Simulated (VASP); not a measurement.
Here is a VASP 6.6.1 calculation.

File INCAR:

```
PREC     = Accurate       # precision mode
ENCUT    = 520            # plane-wave cutoff, eV
EDIFF    = 1E-7           # SCF threshold, eV
ISMEAR   = -1             # smearing method
SIGMA    = 0.05           # smearing width, eV
LREAL    = F              # projectors in reciprocal space
LASPH    = T              # aspherical terms in the spheres
NELM     = 100            # most SCF steps
ALGO     = Normal         # electronic algorithm
ISIF     = 2              # what is computed and relaxed
LWAVE    = F              # write WAVECAR
LCHARG   = T              # write CHGCAR
GGA      = PS             # functional
LELF     = T              # ELF
LVHAR    = T            
NBANDS   = 18             # bands
```

KPOINTS

```
regular mesh
0
Gamma
  10 10 10
```

File POSCAR:

```
TiAl3
1.0
   -1.9362557970      1.9362557970      4.3369998440
    1.9362557970     -1.9362557970      4.3369998440
    1.9362557970      1.9362557970     -4.3369998440
Ti Al
1 3
Direct
    0.0000000000      0.0000000000      0.0000000000
    0.2500000000      0.7500000000      0.5000000000
    0.7500000000      0.2500000000      0.5000000000
    0.5000000000      0.5000000000      0.0000000000
```

Potentials or basis: VASP PAW PBE potentials, release 64 (Ti_sv, Al).

Command:

```sh
$ cat potpaw_PBE.64/Ti_sv/POTCAR potpaw_PBE.64/Al/POTCAR > POTCAR
$ mpirun -np 1 vasp_std > vasp.out
```

Task: What does it give for the band gap on the k mesh?

Result: Zero (an odd number of electrons rules out a gap without spin polarisation).

Task: What does it give for the pressure?

Result: -4.4 GPa.

Stress tensor (GPa, compression positive):
```
-4.41  0.00  0.00
 0.00 -4.41  0.00
 0.00  0.00 -4.29
```

Caveat: the cell stands under tension; the PAW data sets were made with another functional, which shifts forces and pressure a little.
